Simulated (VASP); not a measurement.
# Hg (Fm-3m) in VASP: further runs

Hg is run at these levels: PBE+D3(BJ); tasks: relaxation of cell and atoms.

Everything below comes from runs of VASP 6.6.1. Logs are shortened: lines on timing, memory, paths and dates and some standing lists are left out, and cuts for length are marked.

### 1 The cell of the first run

The structure is cubic, space group Fm-3m (No. 225). The conventional cell has a = 4.784 Å, b = 4.784 Å, c = 4.784 Å, α = 90.00°, β = 90.00°, γ = 90.00°. Hg (site symmetry m-3m) has 12 Hg at 3.38 Å within 4.4 Å.

### 2 Relaxation of cell and atoms, PBE+D3(BJ)

The input, INCAR:

```
  PREC = Accurate
  ENCUT = 550
  EDIFF = 1E-7
  ISMEAR = 0
  SIGMA = 0.1
  LREAL = False
  LASPH = True
  NELM = 120
  ALGO = Normal
  ISIF = 3
  LWAVE = False
  LCHARG = False
  GGA = PE
  IVDW = 12
  IBRION = 2
  NSW = 100
  EDIFFG = -0.005
  GGA_COMPAT = False
  NELMIN = 4
```

The input, KPOINTS:

```
Automatic mesh
0
Gamma
  16 16 16
```

The input, POSCAR:

```
Hg
1.0
    0.0000000000      2.3919113801      2.3919113801
    2.3919113801      0.0000000000      2.3919113801
    2.3919113801      2.3919113801      0.0000000000
Hg
1
Direct
    0.0000000000      0.0000000000      0.0000000000
```

Potentials or basis: VASP PAW PBE potentials, release 64 (Hg_sv_GW).

Started as:

```
$ cat potpaw_PBE.64/Hg_sv_GW/POTCAR > POTCAR
$ mpirun -np 1 vasp_std > vasp.out
```

OUTCAR:

```text
PREC = Accurate
   ENCUT = 550
   EDIFF = 1E-7
   ISMEAR = 0
   LREAL = False
   LASPH = True
   NELM = 120
   ISIF = 3
   GGA = PE
   IVDW = 12
   IBRION = 2
   NSW = 100
   EDIFFG = -0.005
   NELMIN = 4
 IVDW          = 12

 ion  position               nearest neighbor table
   1  0.000  0.000  0.000-

  LATTYP: Found a face centered cubic cell.
 ALAT       =     4.7838227602

  Lattice vectors:

 A1 = (   0.0000000000,   2.3919113801,   2.3919113801)
 A2 = (   2.3919113801,   0.0000000000,   2.3919113801)
 A3 = (   2.3919113801,   2.3919113801,   0.0000000000)

Analysis of symmetry for initial positions (statically):
=====================================================================
 Subroutine PRICEL returns:
 Original cell was already a primitive cell.

 Routine SETGRP: Setting up the symmetry group for a
 face centered cubic supercell.

 Subroutine GETGRP returns: Found 48 space group operations
 (whereof 48 operations were pure point group operations)
 out of a pool of 48 trial point group operations.

The static configuration has the point symmetry O_h .

Analysis of symmetry for dynamics (positions and initial velocities):
=====================================================================
 Subroutine PRICEL returns:
 Original cell was already a primitive cell.

 Routine SETGRP: Setting up the symmetry group for a
 face centered cubic supercell.

 Subroutine GETGRP returns: Found 48 space group operations
 (whereof 48 operations were pure point group operations)
 out of a pool of 48 trial point group operations.

The dynamic configuration has the point symmetry O_h .

 Subroutine INISYM returns: Found 48 space group operations
 (whereof 48 operations are pure point group operations),
 and found     1 'primitive' translations

----------------------------------------------------------------------------------------

                                     Primitive cell

  volume of cell :      27.3694

  direct lattice vectors                    reciprocal lattice vectors
     0.000000000  2.391911380  2.391911380    -0.209037845  0.209037845  0.209037845
     2.391911380  0.000000000  2.391911380     0.209037845 -0.209037845  0.209037845
     2.391911380  2.391911380  0.000000000     0.209037845  0.209037845 -0.209037845

  length of vectors
     3.382673514  3.382673514  3.382673514     0.362064168  0.362064168  0.362064168

  position of ions in fractional coordinates (direct lattice)
     0.000000000  0.000000000  0.000000000

  ion indices of the primitive-cell ions
   primitive index   ion index
                 1           1

----------------------------------------------------------------------------------------

 KPOINTS: Automatic mesh

Automatic generation of k-mesh.
 Grid dimensions read from file:
 generate k-points for:   16   16   16

 Generating k-lattice:

  Cartesian coordinates                     Fractional coordinates (reciprocal lattice)
    -0.013064865  0.013064865  0.013064865     0.062500000  0.000000000  0.000000000
     0.013064865 -0.013064865  0.013064865     0.000000000  0.062500000  0.000000000
     0.013064865  0.013064865 -0.013064865     0.000000000  0.000000000  0.062500000

  Length of vectors
     0.022629011  0.022629011  0.022629011

  Shift w.r.t. Gamma in fractional coordinates (k-lattice)
     0.000000000  0.000000000  0.000000000

 Subroutine IBZKPT returns following result:
 ===========================================

 Found    145 irreducible k-points:

 Following reciprocal coordinates:
            Coordinates               Weight
  0.000000  0.000000  0.000000      1.000000
  0.062500  0.000000  0.000000      8.000000
  0.125000  0.000000  0.000000      8.000000
  0.187500  0.000000  0.000000      8.000000
  0.250000  0.000000  0.000000      8.000000
  0.312500  0.000000  0.000000      8.000000
[... 16 lines left out ...]
 -0.125000  0.062500  0.000000     24.000000
 -0.062500  0.062500  0.000000     12.000000
 [... further k-points ...]
   k-points           NKPTS =    145   k-points in BZ     NKDIM =    145   number of bands    NBANDS=     14
   number of dos      NEDOS =    301   number of ions     NIONS =      1
   total plane-waves  NPLWV =  21952
   dimension x,y,z NGX =    28 NGY =   28 NGZ =   28
   dimension x,y,z NGXF=    56 NGYF=   56 NGZF=   56
   ions per type =               1
   NGX,Y,Z   is equivalent  to a cutoff of  13.76, 13.76, 13.76 a.u.
   NGXF,Y,Z  is equivalent  to a cutoff of  27.52, 27.52, 27.52 a.u.
 SYSTEM =  unknown system
   PREC   = accura    normal or accurate (medium, high low for compatibility)
   ISTART =      0    job   : 0-new  1-cont  2-samecut
   ICHARG =      2    charge: 1-file 2-atom 10-const
   ISPIN  =      1    spin polarized calculation?
   LNONCOLLINEAR =      F non collinear calculations
   LSORBIT =      F    spin-orbit coupling
   LASPH  =      T    aspherical Exc in radial PAW
   ENCUT  =  550.0 eV  40.42 Ry    6.36 a.u.   6.47  6.47  6.47*2*pi/ulx,y,z
   NELM   =    120;   NELMIN=  4; NELMDL= -5     # of ELM steps
   EDIFF  = 0.1E-06   stopping-criterion for ELM
   LREAL  =      F    real-space projection
   EDIFFG = -.5E-02   stopping-criterion for IOM
   NSW    =    100    number of steps for IOM
   IBRION =      2    ionic relax: 0-MD 1-quasi-New 2-CG
   NFREE  =      1    steps in history (QN), initial steepest desc. (CG)
   ISIF   =      3    stress and relaxation
   ISYM   =      2    0-nonsym 1-usesym 2-fastsym
   POTIM  = 0.5000    time-step for ionic-motion
   TEBEG  =    0.0;   TEEND  =   0.0 temperature during run
   PSTRESS=    0.0 pullay stress
   NELECT =      20.0000    total number of electrons
   NUPDOWN=      -1.0000    fix difference up-down
   EMIN   =  10.00;   EMAX   =-10.00  energy-range for DOS
   EFERMI =   0.00;   METHOD = LEGACY
   ISMEAR =     0;   SIGMA  =   0.10  broadening in eV -4-tet -1-fermi 0-gaus
   EFERMI_NEDOS =   21; number of points for ismear=-14 and -15
   IALGO  =     38    algorithm
   IMIX   =      4    mixing-type and parameters
     AMIX     =   0.40;   BMIX     =  1.00
     AMIX_MAG =   1.60;   BMIX_MAG =  1.00
  volume/ion in A,a.u.               =      27.37       184.70
  Fermi-wavevector in a.u.,A,eV,Ry     =   1.474562  2.786518 29.583603  2.174334
  Thomas-Fermi vector in A             =   2.589318
   LORBIT       =      0    0 simple, 1 ext, 2 COOP (PROOUT), +10 PAW based schemes
   GGA     = PE    functional components
   LHFCALC =     F    Hartree Fock is set to
   AEXX    =    0.0000 exact exchange contribution
   IVDW    =    12    specifies the selected vdW correction
   LEPSILON=     F    determine dielectric tensor
   LRPA    =     F    only Hartree local field effects (RPA)
 conjugate gradient relaxation of ions
 non-spin polarized calculation
 Gauss-broadening in eV      SIGMA  =   0.10
  energy-cutoff  :      550.00
  volume of cell :       27.37
 maximum number of plane-waves:       821
 NGX is ok and might be reduce to    28
   NGX = 13   NGY = 13   NGZ = 13

--------------------------------------- Ionic step        1  -------------------------------------------

 number of electron      20.0000004 magnetization

 Free energy of the ion-electron system (eV)
  ---------------------------------------------------
  ext. energy  EPLUGINS =         0.00000000
  ---------------------------------------------------
  free energy    TOTEN  =        -0.16696802 eV

  energy without entropy =       -0.16568440  energy(sigma->0) =       -0.16632621

------------------------ aborting loop because EDIFF is reached ----------------------------------------

 Edisp (eV)   -0.38278

 E8    (eV) :    -0.1739

  FORCE on cell =-STRESS in cart. coord.  units (eV):
  Direction    XX          YY          ZZ          XY          YZ          ZX
  --------------------------------------------------------------------------------------
  -------------------------------------------------------------------------------------
  Total      -0.24981    -0.24981    -0.24981    -0.00000     0.00000    -0.00000
  in kB     -14.62334   -14.62334   -14.62334    -0.00000     0.00000    -0.00000
  external pressure =      -14.62 kB  Pullay stress =        0.00 kB
[... 137 lines left out ...]
  energy  without entropy=       -0.5595628147  energy(sigma->0) =       -0.56063713

--------------------------------------- Ionic step        5  -------------------------------------------

 number of electron      20.0000003 magnetization

 Free energy of the ion-electron system (eV)
  ---------------------------------------------------
  ext. energy  EPLUGINS =         0.00000000
  ---------------------------------------------------
  free energy    TOTEN  =        -0.14147193 eV

  energy without entropy =       -0.13931506  energy(sigma->0) =       -0.14039350

 E-fermi :   5.2676     XC(G=0): -11.0011

 val. band max:        5.2599752665   @ k =  -0.4375   0.1875   0.0625
 cond. band min:       5.2840999414   @ k =  -0.3125   0.4375   0.1875
 fundamental gap:      0.0241246750
 Fermi energy:         5.2675565201

 k-point     1 :       0.0000    0.0000    0.0000
  band No.  band energies     occupation
      1    -109.3435      2.00000
      2     -57.6696      2.00000
      3     -57.6696      2.00000
      4     -57.6696      2.00000
      5      -3.1933      2.00000
      6      -1.4201      2.00000
      7      -1.4201      2.00000
      8      -1.4201      2.00000
      9      -0.8497      2.00000
     10      -0.8497      2.00000
     11      18.2788      0.00000
     12      19.4732      0.00000
     13      19.4732      0.00000
     14      19.4732      0.00000
[... 375 lines left out ...]
 k-point    24 :      -0.0625    0.0625    0.0000
  band No.  band energies     occupation
      1    -109.3434      2.00000
      2     -57.6722      2.00000
      3     -57.6705      2.00000
      4     -57.6699      2.00000
      5      -2.9423      2.00000
      6      -1.4568      2.00000
      7      -1.3728      2.00000
      8      -1.3513      2.00000
      9      -0.8888      2.00000
     10      -0.8342      2.00000
     11      17.5589      0.00000
     12      17.7972      0.00000
     13      19.0962      0.00000
     14      19.8519      0.00000

 [... further k-points ...]

------------------------ aborting loop because EDIFF is reached ----------------------------------------

 Edisp (eV)   -0.42025

 E8    (eV) :    -0.1904

  FORCE on cell =-STRESS in cart. coord.  units (eV):
  Direction    XX          YY          ZZ          XY          YZ          ZX
  --------------------------------------------------------------------------------------
  -------------------------------------------------------------------------------------
  Total       0.00050     0.00050     0.00050     0.00000    -0.00000     0.00000
  in kB       0.03199     0.03199     0.03199     0.00000    -0.00000     0.00000
  external pressure =        0.03 kB  Pullay stress =        0.00 kB
[... 16 lines left out ...]
  FREE ENERGIE OF THE ION-ELECTRON SYSTEM (eV)
  ---------------------------------------------------
  free  energy   TOTEN  =        -0.5617169517 eV

  energy  without entropy=       -0.5595600738  energy(sigma->0) =       -0.56063851

 reached required accuracy - stopping structural energy minimisation
```

Wall time 2 min (1 thread of AMD EPYC 9R45 (Zen 5), shared host); peak memory 0.21 GiB.

What came out:

```
Free energy                           : -0.5617 eV
Relaxed volume                        : 24.91 Å³/atom
Relaxed cell                          : a = 3.278 Å, b = 3.278 Å, c = 3.278 Å, α = 60.00°, β = 60.00°, γ = 60.00°
Space group after relaxing (to 0.1 Å) : Fm-3m (No. 225)
Energy gained by relaxing             : 12.0 meV/atom
Ionic steps                           : 5
Pressure after relaxing               : 0.0 GPa
Band gap on the k mesh                : zero (bands 10 and 11 overlap by 1.57 eV)
Dispersion energy per atom            : -0.420 eV
```

Step by step:
```
step  energy change (eV)  largest force (eV/Å)  pressure (GPa)  volume (Å³)
   1              0.0000                0.0000           -1.46        27.37
   2             -0.0075                0.0000           -0.96        26.39
   3             -0.0115                0.0000           -0.29        25.37
   4             -0.0120                0.0000           -0.03        24.96
   5             -0.0120                0.0000            0.00        24.91
```

Final structure:
```
Hg
1.0
     0.00000    2.31786    2.31786
     2.31786    0.00000    2.31786
     2.31786    2.31786    0.00000
Hg
1
Direct
  0.00000 0.00000 0.00000
```

Levels at points of the mesh, in eV from the Fermi level:
```
           k point  band 8  band 9  band 10  band 11  band 12  band 13
(0.00, 0.00, 0.00)   -6.69   -6.12    -6.12    13.01    14.21    14.21
(0.50, 0.00, 0.00)   -5.63   -5.63    -1.56    -1.21    12.01    12.01
(0.50, 0.50, 0.00)   -5.51   -5.51     0.12     0.41     6.90     6.90
```

Caveat: spin-orbit coupling is left out, which moves the levels of the heavy elements.

### 3 Relaxation of cell and atoms, PBE+D3(BJ)

This run uses another cell than the first one, of 24.87 Å³/atom.

INCAR is that of step 2.

KPOINTS is that of step 2.

The input, POSCAR:

```
Hg
1.0
    0.0000000000      2.3168736644      2.3168736644
    2.3168736644      0.0000000000      2.3168736644
    2.3168736644      2.3168736644      0.0000000000
Hg
1
Direct
    0.0000000000      0.0000000000      0.0000000000
```

Potentials or basis: VASP PAW PBE potentials, release 64 (Hg_sv_GW).

Started as:

```
$ cat potpaw_PBE.64/Hg_sv_GW/POTCAR > POTCAR
$ mpirun -np 1 vasp_std > vasp.out
```

Wall time 3.2 min (1 thread of Intel Xeon Platinum 8175M at 2.50GHz (Skylake/Cascade Lake), shared host); peak memory 0.23 GiB.

Results (log left out):

```yaml
Free_energy: -0.5591 eV
Relaxed_volume: 24.59 Å³/atom
Relaxed_cell: a = 3.264 Å, b = 3.264 Å, c = 3.264 Å, α = 60.00°, β = 60.00°, γ = 60.00°
Space_group_after_relaxing_to_0.1_Å: Fm-3m (No. 225)
Energy_gained_by_relaxing: 0.2 meV/atom
Ionic_steps: 3
Pressure_after_relaxing: 0.0 GPa
Band_gap_on_the_k_mesh: zero (bands 10 and 11 overlap by 1.67 eV)
Dispersion_energy_per_atom: -0.426 eV
```

The path:
```tsv
step	energy change (eV)	largest force (eV/Å)	pressure (GPa)	volume (Å³)
1	0.0000	0.0000	-0.26	24.87
2	-0.0002	0.0000	-0.13	24.73
3	-0.0002	0.0000	-0.02	24.59
```

Final structure:
```
Hg
1.0
     0.00000    2.30818    2.30818
     2.30818    0.00000    2.30818
     2.30818    2.30818    0.00000
Hg
1
Cartesian
  0.0000 0.0000 0.0000
```

Levels at points of the mesh, in eV from the Fermi level:
```
           k point  band 6  band 7  band 8  band 9  band 10  band 11  band 12  band 13  band 14
(0.00, 0.00, 0.00)   -6.73   -6.73   -6.73   -6.15    -6.15    13.02    14.30    14.30    14.30
(0.50, 0.00, 0.00)   -6.73   -6.73   -5.65   -5.65    -1.54    -1.27    12.10    12.10    12.42
(0.50, 0.50, 0.00)   -7.54   -5.68   -5.52   -5.52     0.07     0.45     6.93     6.93    11.28
```

Caveat: spin-orbit coupling is left out, which moves the levels of the heavy elements.

The gap in the log of VASP goes by the Fermi energy; the results here count the filled bands.